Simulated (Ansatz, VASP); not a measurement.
# One calculation of Be3Cd2S, two programs

```
Be Cd S
1.0
     3.66345    0.00000    0.00000
    -1.83173    3.17264    0.00000
     0.00000    0.00000    8.97815
Be Cd S
3 2 1
Direct
  0.66667 0.33333 0.50000
  0.00000 0.00000 0.00000
  0.00000 0.00000 0.50000
  0.33333 0.66667 0.33032
  0.33333 0.66667 0.66968
  0.66667 0.33333 0.00000
```

Change from the starting cell: species swapped into the Sr2Al3Ge type (P-6m2, No. 187).

Alike in both runs: functional PBE; k mesh 6 × 6 × 2; occupations gaussian, width 0.1 eV; no spin polarisation.

Ansatz relaxed the structure, and its values are those at the end. VASP's run is a single point on that final structure, the one shown.

```csv
,VASP,Ansatz
version,VASP 6.6.1,Ansatz 0.2.0
potentials or method,"VASP PAW PBE potentials, release 64 (Be, Cd, S), cutoff 520 eV","scalar-relativistic, plane waves, PAW"
valence electrons in the cell,36,52
```

```tsv
	VASP	Ansatz	Ansatz less VASP
gap on the k mesh at the Fermi level (eV)	none	none	-
pressure (GPa)	0.2	0.0	-0.18
rms of the force components (eV/Å)	0.010	0.001	-0.0093
```

A gap of «none» marks a metal or a gap that the smearing closes. The functional is the same, so the differences come from potentials, cutoffs and numerics. VASP's potentials hold 36 valence electrons a cell and Ansatz's 52, so a difference there can come from the potentials and not from the codes.
